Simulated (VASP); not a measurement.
Here is a VASP 6.6.1 calculation.

Contents of INCAR:

```
PREC     = Accurate       # precision mode
ENCUT    = 520            # plane-wave cutoff, eV
EDIFF    = 1E-7           # SCF threshold, eV
ISMEAR   = 0              # smearing method
SIGMA    = 0.1            # smearing width, eV
LREAL    = False          # projectors in reciprocal space
LASPH    = True           # aspherical terms in the spheres
NELM     = 100            # most SCF steps
ALGO     = Normal         # electronic algorithm
ISIF     = 2              # what is computed and relaxed
LWAVE    = False          # write WAVECAR
LCHARG   = True           # write CHGCAR
GGA      = PE             # functional
LELF     = True           # ELF
LVHAR    = True         
NBANDS   = 41             # bands
```

File KPOINTS:

```
regular mesh
0
Gamma
  4 4 4
```

POSCAR

```
Ru2C
1.0
    0.0000000000      3.3987108300      3.3987108300
    3.3987108300      0.0000000000      3.3987108300
    3.3987108300      3.3987108300      0.0000000000
Ru C
4 2
Direct
    0.6250000000      0.6250000000      0.6250000000
    0.1250000000      0.6250000000      0.6250000000
    0.6250000000      0.6250000000      0.1250000000
    0.6250000000      0.1250000000      0.6250000000
    0.0000000000      0.0000000000      0.0000000000
    0.2500000000      0.2500000000      0.2500000000
```

Potentials or basis: VASP PAW PBE potentials, release 64 (Ru_pv, C).

Launch:

```sh
$ cat potpaw_PBE.64/Ru_pv/POTCAR potpaw_PBE.64/C/POTCAR > POTCAR
$ mpirun -np 1 vasp_std > vasp.out
```

Question: Estimate the pressure.

Answer: 19.1 GPa.

Question: Estimate the band gap on the k mesh.

Answer: Zero (band 32 reaches 10.07 eV, above the bottom of band 33 at 9.72 eV).

Caveat: the k points lie up to 0.40 Å⁻¹ apart.
